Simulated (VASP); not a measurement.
# Ir: single point with LDA

The system is Ir.

```
Ir
1.0
     0.00000    1.90635    1.90635
     1.90635    0.00000    1.90635
     1.90635    1.90635    0.00000
Ir
1
Direct
  0.00000 0.00000 0.00000
```

```
Program             : VASP 6.6.1
Task                : single point
Functional          : LDA
Potentials or basis : VASP PAW LDA potentials, release 64 (Ir_sv_GW)
Cutoff              : 500 eV
k mesh              : 11 × 11 × 11
Occupations         : gaussian, width 0.1 eV
Spin                : no spin polarisation
```

```json
{
  "Pressure": "-1.7 GPa",
  "Band gap on the k mesh": "zero (an odd number of electrons rules out a gap without spin polarisation)"
}
```

Levels at points of the mesh, in eV from the Fermi level:
| k point | band 4 | band 5 | band 6 | band 7 | band 8 | band 9 | band 10 | band 11 | band 12 | band 13 |
| --- | --- | --- | --- | --- | --- | --- | --- | --- | --- | --- |
| (0.00, 0.00, 0.00) | -49.17 | -11.23 | -3.96 | -3.96 | -3.96 | -1.15 | -1.15 | 13.65 | 19.25 | 19.25 |

Run time: 16 s on 1 thread of AMD EPYC 7571, with other jobs on the host, peak memory 0.1 GiB.

Caveat: spin-orbit coupling is left out, which moves the levels of the heavy elements.
